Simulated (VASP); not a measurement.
# Si12N16O (a cell with a defect) (O interstitial hop between voids) in VASP: single point with PBE

Aim: the single point of Si12N16O (a cell with a defect) (O interstitial hop between voids) with PBE.

Program: VASP 6.6.1. These are calculated values, not measurements. Logs are shortened: lines on timing, memory, paths and dates and some standing lists are left out, and cuts for length are marked.

## 1. The cell of the first run

The cell holds a defect, 29 atoms: a = 7.664 Å, b = 7.664 Å, c = 5.853 Å, α = 90.00°, β = 90.00°, γ = 120.00°.

## 2. Single point, PBE

File INCAR:

```
SYSTEM = Si12N16O
ALGO = Normal
EDIFF = 1E-6
ENCUT = 520
GGA = PE
GGA_COMPAT = .FALSE.
ISIF = 2
ISMEAR = -1
LASPH = .TRUE.
LCHARG = .FALSE.
LREAL = .FALSE.
LWAVE = .FALSE.
NBANDS = 87
NELM = 120
PREC = Accurate
SIGMA = 0.01
```

File KPOINTS:

```
k-points
0
G
  1 1 1
  0 0 0
```

File POSCAR:

```
Si12N16O
1.0
    7.6639217100      0.0000000000      0.0000000000
   -3.8319608600      6.6371509000      0.0000000000
    0.0000000000      0.0000000000      5.8525451500
Si N O
12 16 1
Direct
    0.2286784775      0.8233358507      0.3741959090
    0.4053073291      0.2282480569      0.1263595055
    0.8237833662      0.5949511074      0.1262178972
    0.1769194478      0.4049977921      0.3739613988
    0.5953491191      0.7713496611      0.3741429088
    0.7718329639      0.1764256083      0.1264396299
    0.2284501461      0.8227750075      0.8755291662
    0.4053729399      0.2279120007      0.6248882228
    0.8232772193      0.5944857292      0.6249225234
    0.1771285715      0.4046888575      0.8754508208
    0.5950874595      0.7714677911      0.8754735063
    0.7722792981      0.1766868379      0.6248704735
    0.3336576568      0.6666221605      0.3715614671
    0.6669557699      0.3332103195      0.1288984666
    0.9655684261      0.6730244519      0.3759338710
    0.2926575817      0.9651599969      0.1244816096
    0.6732561773      0.7074917335      0.1244748120
    0.3271239908      0.2920626607      0.3759582155
    0.0349153657      0.3268187678      0.1244371770
    0.7081864932      0.0344777773      0.3759622839
    0.3335854665      0.6663682633      0.8793289830
    0.6669596905      0.3329894609      0.6210079631
    0.9650897340      0.6582173573      0.8749715164
    0.3066126917      0.9645992841      0.6255014108
    0.6583769686      0.6929898878      0.6254006884
    0.3425984624      0.3068529023      0.8750251957
    0.0355359616      0.3425806142      0.6252295937
    0.6930821173      0.0349401629      0.8750745394
   -0.0007507463      0.0032107006     -0.2477849985
```

Potentials or basis: VASP PAW PBE potentials, release 64 (Si, N, O).

Run with:

```sh
> cat potpaw_PBE.64/Si/POTCAR potpaw_PBE.64/N/POTCAR potpaw_PBE.64/O/POTCAR > POTCAR
> mpirun -np 1 vasp_gam > vasp.out
```

OUTCAR:

```text
SYSTEM = Si12N16O
   EDIFF = 1E-6
   ENCUT = 520
   GGA = PE
   ISIF = 2
   ISMEAR = -1
   LASPH = .TRUE.
   LREAL = .FALSE.
   NELM = 120
   PREC = Accurate

 ion  position               nearest neighbor table
   1  0.229  0.823  0.374-  16 1.74  24 1.75  13 1.75  15 1.75   7 2.92   7 2.93   4 3.03   5 3.03
                             2 3.06   3 3.06   8 3.07   9 3.07
   2  0.405  0.228  0.126-  18 1.74  26 1.75  14 1.75  16 1.75   8 2.92   8 2.93   6 3.03   3 3.03
                             1 3.06   4 3.06  10 3.07   7 3.07
   3  0.824  0.595  0.126-  15 1.74  23 1.74  14 1.75  17 1.75   9 2.92   9 2.93   6 3.03   2 3.03
                             5 3.06   1 3.06   7 3.07  11 3.07
   4  0.177  0.405  0.374-  19 1.74  27 1.75  13 1.75  18 1.75  10 2.92  10 2.93   5 3.03   1 3.03
                             6 3.06   2 3.06  12 3.07   8 3.07
   5  0.595  0.771  0.374-  17 1.74  25 1.75  13 1.75  20 1.75  11 2.92  11 2.93   4 3.03   1 3.03
                             3 3.06   6 3.06   9 3.07  12 3.07
   6  0.772  0.176  0.126-  20 1.74  28 1.75  14 1.75  19 1.75  12 2.92  12 2.94   2 3.03   3 3.03
                             4 3.06   5 3.06  11 3.07  10 3.07
   7  0.228  0.823  0.876-  16 1.74  24 1.74  21 1.75  23 1.77   1 2.92   1 2.93  11 3.03  10 3.03
                             3 3.07   8 3.07   9 3.07   2 3.07
   8  0.405  0.228  0.625-  18 1.74  26 1.74  22 1.75  24 1.77   2 2.92   2 2.93   9 3.03  12 3.03
                             1 3.07  10 3.07   7 3.07   4 3.07
   9  0.823  0.594  0.625-  15 1.74  23 1.74  22 1.75  25 1.77   3 2.92   3 2.93   8 3.03  12 3.03
                             5 3.07  11 3.07   7 3.07   1 3.07
  10  0.177  0.405  0.875-  19 1.74  27 1.74  21 1.75  26 1.77   4 2.92   4 2.93  11 3.03   7 3.03
                             2 3.07  12 3.07   8 3.07   6 3.07
  11  0.595  0.771  0.875-  17 1.74  25 1.74  21 1.75  28 1.77   5 2.92   5 2.93   7 3.03  10 3.03
                             6 3.07   9 3.07  12 3.07   3 3.07
  12  0.772  0.177  0.625-  20 1.74  28 1.74  22 1.75  27 1.77   6 2.92   6 2.94   9 3.03   8 3.03
                             4 3.07  10 3.07  11 3.07   5 3.07
  13  0.334  0.667  0.372-   4 1.75   1 1.75   5 1.75
  14  0.667  0.333  0.129-   2 1.75   6 1.75   3 1.75
  15  0.966  0.673  0.376-   9 1.74   3 1.74   1 1.75
  16  0.293  0.965  0.124-   7 1.74   1 1.74   2 1.75
  17  0.673  0.707  0.124-  11 1.74   5 1.74   3 1.75
  18  0.327  0.292  0.376-   8 1.74   2 1.74   4 1.75
[... 8 lines left out ...]
  27  0.036  0.343  0.625-  10 1.74   4 1.75  12 1.77
  28  0.693  0.035  0.875-  12 1.74   6 1.75  11 1.77
  29  0.999  0.003  0.752-

  LATTYP: Found a hexagonal cell.
 ALAT       =     7.6639217100
 C/A-ratio  =     0.7636488695

  Lattice vectors:

 A1 = (   7.6639217100,   0.0000000000,   0.0000000000)
 A2 = (  -3.8319608600,   6.6371509000,   0.0000000000)
 A3 = (   0.0000000000,   0.0000000000,   5.8525451500)

Analysis of symmetry for initial positions (statically):
=====================================================================
 Subroutine PRICEL returns:
 Original cell was already a primitive cell.

 Routine SETGRP: Setting up the symmetry group for a
 hexagonal supercell.

 Subroutine GETGRP returns: Found  1 space group operations
 (whereof  1 operations were pure point group operations)
 out of a pool of 24 trial point group operations.

The static configuration has the point symmetry C_1 .

Analysis of symmetry for dynamics (positions and initial velocities):
=====================================================================
 Subroutine PRICEL returns:
 Original cell was already a primitive cell.

 Routine SETGRP: Setting up the symmetry group for a
 hexagonal supercell.

 Subroutine GETGRP returns: Found  1 space group operations
 (whereof  1 operations were pure point group operations)
 out of a pool of 24 trial point group operations.

The dynamic configuration has the point symmetry C_1 .

 Subroutine INISYM returns: Found  1 space group operations
 (whereof  1 operations are pure point group operations),
 and found     1 'primitive' translations

----------------------------------------------------------------------------------------

                                     Primitive cell

  volume of cell :     297.6991

  direct lattice vectors                    reciprocal lattice vectors
     7.663921710  0.000000000  0.000000000     0.130481500  0.075333529  0.000000000
    -3.831960860  6.637150900  0.000000000     0.000000000  0.150667058  0.000000000
     0.000000000  0.000000000  5.852545150     0.000000000  0.000000000  0.170865833

  length of vectors
     7.663921710  7.663921718  5.852545150     0.150667058  0.150667058  0.170865833

  position of ions in fractional coordinates (direct lattice)
     0.228678477  0.823335851  0.374195909
     0.405307329  0.228248057  0.126359505
     0.823783366  0.594951107  0.126217897
     0.176919448  0.404997792  0.373961399
     0.595349119  0.771349661  0.374142909
     0.771832964  0.176425608  0.126439630
[... 21 lines left out ...]
     0.693082117  0.034940163  0.875074539
     0.999249254  0.003210701  0.752215001

  ion indices of the primitive-cell ions
   primitive index   ion index
                 1           1
                 2           2
                 3           3
                 4           4
                 5           5
                 6           6
[... 21 lines left out ...]
                28          28
                29          29

----------------------------------------------------------------------------------------

 KPOINTS: k-points

Automatic generation of k-mesh.
 Grid dimensions read from file:
 generate k-points for:    1    1    1

 Generating k-lattice:

  Cartesian coordinates                     Fractional coordinates (reciprocal lattice)
     0.130481500  0.075333529  0.000000000     1.000000000 -0.000000000  0.000000000
     0.000000000  0.150667058  0.000000000     0.000000000  1.000000000  0.000000000
     0.000000000  0.000000000  0.170865833     0.000000000  0.000000000  1.000000000

  Length of vectors
     0.150667058  0.150667058  0.170865833

  Shift w.r.t. Gamma in fractional coordinates (k-lattice)
     0.000000000  0.000000000  0.000000000

 Subroutine IBZKPT returns following result:
 ===========================================

 Found      1 irreducible k-points:

 Following reciprocal coordinates:
            Coordinates               Weight
  0.000000  0.000000  0.000000      1.000000
   k-points           NKPTS =      1   k-points in BZ     NKDIM =      1   number of bands    NBANDS=     87
   number of dos      NEDOS =    301   number of ions     NIONS =     29
   total plane-waves  NPLWV = 172800
   dimension x,y,z NGX =    60 NGY =   60 NGZ =   48
   dimension x,y,z NGXF=   120 NGYF=  120 NGZF=   96
   ions per type =              12  16   1
   NGX,Y,Z   is equivalent  to a cutoff of  13.02, 13.02, 13.63 a.u.
   NGXF,Y,Z  is equivalent  to a cutoff of  26.03, 26.03, 27.27 a.u.
 SYSTEM =  Si12N16O
   PREC   = accura    normal or accurate (medium, high low for compatibility)
   ISTART =      0    job   : 0-new  1-cont  2-samecut
   ICHARG =      2    charge: 1-file 2-atom 10-const
   ISPIN  =      1    spin polarized calculation?
   LNONCOLLINEAR =      F non collinear calculations
   LSORBIT =      F    spin-orbit coupling
   LASPH  =      T    aspherical Exc in radial PAW
   ENCUT  =  520.0 eV  38.22 Ry    6.18 a.u.  14.25 14.25 10.88*2*pi/ulx,y,z
   NELM   =    120;   NELMIN=  2; NELMDL= -5     # of ELM steps
   EDIFF  = 0.1E-05   stopping-criterion for ELM
   LREAL  =      F    real-space projection
[... 7 lines left out ...]
   TEBEG  =    0.0;   TEEND  =   0.0 temperature during run
   PSTRESS=    0.0 pullay stress
   NELECT =     134.0000    total number of electrons
   NUPDOWN=      -1.0000    fix difference up-down
   EMIN   =  10.00;   EMAX   =-10.00  energy-range for DOS
   EFERMI =   0.00;   METHOD = LEGACY
   ISMEAR =    -1;   SIGMA  =   0.01  broadening in eV -4-tet -1-fermi 0-gaus
   EFERMI_NEDOS =   21; number of points for ismear=-14 and -15
   IALGO  =     38    algorithm
   IMIX   =      4    mixing-type and parameters
     AMIX     =   0.40;   BMIX     =  1.00
     AMIX_MAG =   1.60;   BMIX_MAG =  1.00
  volume/ion in A,a.u.               =      10.27        69.27
  Fermi-wavevector in a.u.,A,eV,Ry     =   1.254635  2.370916 21.417039  1.574108
  Thomas-Fermi vector in A             =   2.388430
   LORBIT       =      0    0 simple, 1 ext, 2 COOP (PROOUT), +10 PAW based schemes
   GGA     = PE    functional components
[... 5 lines left out ...]
 non-spin polarized calculation
  energy-cutoff  :      520.00
  volume of cell :      297.70
 maximum number of plane-waves:      3992
 NGX is ok and might be reduce to    60
   NGX = 29   NGY = 29   NGZ = 21

 number of electron     133.9999980 magnetization

 Free energy of the ion-electron system (eV)
  ---------------------------------------------------
  ext. energy  EPLUGINS =         0.00000000
  ---------------------------------------------------
  free energy    TOTEN  =      -225.92629836 eV

  energy without entropy =     -225.89500176  energy(sigma->0) =     -225.91065006

 E-fermi :   6.8512     XC(G=0): -10.9275

 val. band max:        6.8503476862   @ k =   0.0000   0.0000   0.0000
 cond. band min:      10.9833959637   @ k =   0.0000   0.0000   0.0000
 fundamental gap:      4.1330482775
 Fermi energy:         6.8511506349

 k-point     1 :       0.0000    0.0000    0.0000
  band No.  band energies     occupation
      1     -11.4328      2.00000
      2      -9.9839      2.00000
      3      -9.9819      2.00000
      4      -9.2459      2.00000
      5      -9.2441      2.00000
      6      -9.2425      2.00000
[... 71 lines left out ...]
     78      11.7802      0.00000
     79      12.9244      0.00000
 [bands above 79 left out]

------------------------ aborting loop because EDIFF is reached ----------------------------------------

  FORCE on cell =-STRESS in cart. coord.  units (eV):
  Direction    XX          YY          ZZ          XY          YZ          ZX
  --------------------------------------------------------------------------------------
  -------------------------------------------------------------------------------------
  Total       -9.6374661     -9.6168442     22.1459360      0.0149711     -0.0064151      0.0025421
  in kB      -51.8675721    -51.7565879    119.1865090      0.0805723     -0.0345250      0.0136810
  external PRESSURE =       5.1874497 kB  Pullay stress =       0.0000000 kB

 VOLUME and BASIS-vectors are now :
 -----------------------------------------------------------------------------
  energy-cutoff  :      520.00
  volume of cell :      297.70
      direct lattice vectors                 reciprocal lattice vectors
     7.663921710  0.000000000  0.000000000     0.130481500  0.075333529  0.000000000
    -3.831960860  6.637150900  0.000000000     0.000000000  0.150667058  0.000000000
     0.000000000  0.000000000  5.852545150     0.000000000  0.000000000  0.170865833

 POSITION                                       TOTAL-FORCE (eV/Angst)
 -----------------------------------------------------------------------------------
     -1.40242      5.46460      2.19000        -0.003526      0.001500      0.001150
      2.23161      1.51492      0.73952        -0.001499     -0.001088      0.001811
      4.03358      3.94878      0.73870        -0.000346      0.001239      0.001932
     -0.19604      2.68803      2.18863         0.000995     -0.000763     -0.001797
      1.60693      5.11956      2.18969         0.000152      0.000595     -0.001258
      5.23921      1.17096      0.73999         0.001350     -0.000955     -0.001628
[... 21 lines left out ...]
      5.17784      0.23190      5.12141         0.004836      0.002111      0.001771
      7.64586      0.02131      4.40237         0.000155      0.000011     -0.002101
 -----------------------------------------------------------------------------------
    total drift:                                0.000352     -0.000116      0.000254

  FREE ENERGIE OF THE ION-ELECTRON SYSTEM (eV)
  ---------------------------------------------------
  free  energy   TOTEN  =      -225.9262983603 eV

  energy  without entropy=     -225.8950017567  energy(sigma->0) =     -225.91065006
```

Run time: 46 s. Hardware: 1 thread of Intel Xeon 6975P-C (Granite Rapids), shared host; peak memory 0.4 GiB.

Results:

```
Free energy            : -225.9263 eV
Pressure               : 0.5 GPa
Largest force          : 0.008 eV/Å
Band gap on the k mesh : zero (filled and empty bands touch)
```

Forces in eV/Å, atoms in the order of the input:
```
Si  -0.004  0.002  0.001
Si  -0.001 -0.001  0.002
Si   0.000  0.001  0.002
Si   0.001 -0.001 -0.002
Si   0.000  0.001 -0.001
Si   0.001 -0.001 -0.002
Si   0.002  0.001 -0.001
Si   0.000 -0.001 -0.002
Si   0.000  0.000 -0.001
Si   0.001  0.000  0.001
Si   0.001  0.002  0.001
Si  -0.001  0.000  0.002
N    0.000 -0.001  0.001
N    0.000 -0.001 -0.001
N    0.001  0.001  0.001
N   -0.001  0.003 -0.001
N    0.002  0.000  0.000
N   -0.001 -0.001  0.002
N   -0.001 -0.002 -0.002
N    0.001 -0.004  0.001
N    0.000  0.001 -0.001
N    0.000  0.000  0.003
N   -0.003  0.007 -0.002
N   -0.005 -0.001 -0.001
N    0.005  0.006 -0.001
N   -0.005 -0.006  0.000
N    0.003 -0.007  0.001
N    0.005  0.002  0.002
O    0.000  0.000 -0.002
```

Levels at points of the mesh, in eV from the Fermi level:
| k point | band 65 | band 66 | band 67 | band 68 | band 69 | band 70 | band 71 | band 72 |
| --- | --- | --- | --- | --- | --- | --- | --- | --- |
| (0.00, 0.00, 0.00) | -0.15 | -0.03 | 0.00 | 0.00 | 4.13 | 4.43 | 4.43 | 4.65 |

Caveat: the k points lie up to 1.07 Å⁻¹ apart.
